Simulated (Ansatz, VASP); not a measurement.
# Cu2O in VASP and in Ansatz

```xyz
6
Lattice="4.2878 0.0000 0.0000 0.0000 4.2878 0.0000 0.0000 0.0000 4.2878" Properties=species:S:1:pos:R:3 pbc="T T T"
Cu    1.0720    1.0720    1.0720
Cu    1.0720    3.2159    3.2159
Cu    3.2159    3.2159    1.0720
Cu    3.2159    1.0720    3.2159
O     0.0000    0.0000    0.0000
O     2.1439    2.1439    2.1439
```

Alike in both runs: task single point; functional r2SCAN; k mesh 6 × 6 × 6; occupations gaussian, width 0.02 eV; no spin polarisation.

|  | VASP | Ansatz |
| --- | --- | --- |
| version | VASP 6.6.1 | Ansatz 0.2.0 |
| potentials or method | VASP PAW PBE potentials, release 64 (Cu, O), cutoff 660 eV | scalar-relativistic, plane waves, PAW |
| valence electrons in the cell | 56 | 88 |

|  | VASP | Ansatz | Ansatz less VASP |
| --- | --- | --- | --- |
| gap on the k mesh at the Fermi level (eV) | 0.72 | 0.73 | +0.005 |
| least direct gap on the mesh (eV) | 0.72 | 0.73 | +0.005 |
| pressure (GPa) | -2.9 | -3.5 | -0.64 |

VASP's potentials were made for PBE, not for r2SCAN. VASP's potentials hold 56 valence electrons a cell and Ansatz's 88, so a difference there can come from the potentials and not from the codes.
